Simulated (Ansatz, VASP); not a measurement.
# InAs in VASP and in Ansatz

```
In As
1.0
     0.00000    2.66571    2.66571
     2.66571    0.00000    2.66571
     2.66571    2.66571    0.00000
In As
1 1
Direct
  0.50000 0.50000 0.50000
  0.00000 0.00000 0.00000
```

Alike in both runs: task single point; functional PBEsol; k mesh 14 × 14 × 14; occupations gaussian, width 0.05 eV; no spin polarisation.

|  | VASP | Ansatz |
| --- | --- | --- |
| version | VASP 6.6.1 | Ansatz 0.2.0 |
| potentials or method | VASP PAW PBE potentials, release 64 (In_d, As), cutoff 520 eV | scalar-relativistic, plane waves, PAW |
| valence electrons in the cell | 18 | 28 |

Ansatz gave:

- gap on the k mesh at the Fermi level (eV): none
- pressure (GPa): 19.1

Problem. Estimate VASP's values.

Solution. gap on the k mesh at the Fermi level (eV): none; pressure (GPa): 19.5.

VASP's potentials were made for PBE, not for PBEsol. A gap of «none» marks a metal or a gap that the smearing closes. VASP's potentials hold 18 valence electrons a cell and Ansatz's 28, so a difference there can come from the potentials and not from the codes.
